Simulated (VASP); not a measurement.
Wanted: the native input for a VASP 6.6.1 run.

```
Task                   : single point
Functional             : LDA
Potentials or basis    : VASP PAW LDA potentials, release 64 (Sc_sv)
Cutoff                 : 520 eV
k mesh                 : 13 × 13 × 13
Occupations            : fermi-dirac, width 0.03 eV
Spin                   : collinear spin, zero start
Starting moments       : [0.0] μB
Fixed moment           : 0 μB
Dipole correction      : no
Further INCAR settings : ALGO = Normal; EDIFF = 1e-07; NBANDS = 16
```

The structure of Sc lies in POSCAR:

```
Sc
1.0
    0.0000000000      2.2600000000      2.2600000000
    2.2600000000      0.0000000000      2.2600000000
    2.2600000000      2.2600000000      0.0000000000
Sc
1
Direct
    0.0000000000      0.0000000000      0.0000000000
```

This isn't the form of Sc at room conditions, which is hcp.

One way to write it, as run:

INCAR

```
SYSTEM = Sc
PREC     = Accurate       ! precision mode
ENCUT    = 520            ! plane-wave cutoff, eV
EDIFF    = 1E-7           ! SCF threshold, eV
ISMEAR   = -1             ! smearing method
SIGMA    = 0.03           ! smearing width, eV
LREAL    = .False.        ! projectors in reciprocal space
LASPH    = .True.         ! aspherical terms in the spheres
NELM     = 150            ! most SCF steps
ALGO     = Normal         ! electronic algorithm
ISIF     = 2              ! what is computed and relaxed
LWAVE    = .False.        ! write WAVECAR
LCHARG   = .True.         ! write CHGCAR
ISPIN    = 2              ! spin polarisation
MAGMOM   = 0              ! initial moments
LORBIT   = 11             ! projections on sites
NUPDOWN  = 0.0            ! fixed moment
LMAXMIX  = 4              ! l up to which the mixer works
LELF     = .True.         ! ELF
LVHAR    = .True.       
NBANDS   = 16             ! bands
```

KPOINTS

```
regular mesh
0
Gamma
  13 13 13
  0 0 0
```

Potentials or basis: VASP PAW LDA potentials, release 64 (Sc_sv).

The run is started by

```sh
$ cat potpaw_LDA.64/Sc_sv/POTCAR > POTCAR
$ mpirun -np 1 vasp_std > vasp.out
```

It gave:

```json
{"Pressure": "-1.8 GPa", "Net moment": "0.00 μB per cell", "Valence electrons inside the program's atomic spheres": "Sc 9.49"}
```

Caveat: the total moment is fixed, so each spin has its own Fermi level.

Wall time 14 s on 1 thread of Intel(R) Xeon(R) 6975P-C (Granite Rapids), with other jobs on the host, peak memory 0.16 GiB.
